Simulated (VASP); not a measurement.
YRe3:

```
CELL_PARAMETERS angstrom
4.08578 0.00000 0.00000
0.00000 4.08578 0.00000
0.00000 0.00000 4.08578
ATOMIC_POSITIONS crystal
Y 0.00000 0.00000 0.00000
Re 0.00000 0.50000 0.50000
Re 0.50000 0.00000 0.50000
Re 0.50000 0.50000 0.00000
```

| Quantity | Value |
| --- | --- |
| Program | VASP 6.6.1 |
| Task | relaxation of cell and atoms |
| Functional | PBE |
| Potentials or basis | VASP PAW PBE potentials, release 64 (Y_sv, Re) |
| Cutoff | 600 eV |
| k mesh | 4 × 4 × 4 |
| Occupations | gaussian, width 0.1 eV |
| Spin | no spin polarisation |

At the start: pressure 3.9 GPa; volume 17.05 Å³/atom.

Task: How do energy, volume and symmetry change on relaxing?

Result: Over 3 steps the energy falls by 3.8 meV/atom and the volume is 17.37 Å³/atom (+1.9 %); space group Pm-3m (No. 221, to 0.1 Å) before and after.

The path:
```csv
step,energy change (eV),largest force (eV/Å),pressure (GPa),volume (Å³)
1,0.0000,0.0000,3.92,68.21
2,0.0606,0.0000,-7.92,72.41
3,-0.0150,0.0000,-0.06,69.47
```

Final structure:
```yaml
crystal:
  lattice:
    - [4.11094, 0.00000, 0.00000]
    - [0.00000, 4.11094, 0.00000]
    - [0.00000, 0.00000, 4.11094]
  atoms:
    - { symbol: Y, position: [0.00000, 0.00000, 0.00000] }
    - { symbol: Re, position: [0.00000, 0.50000, 0.50000] }
    - { symbol: Re, position: [0.50000, 0.00000, 0.50000] }
    - { symbol: Re, position: [0.50000, 0.50000, 0.00000] }
```

Caveat: the k points lie up to 0.38 Å⁻¹ apart in the final cell, too coarse for converged energies and pressures of a metal.
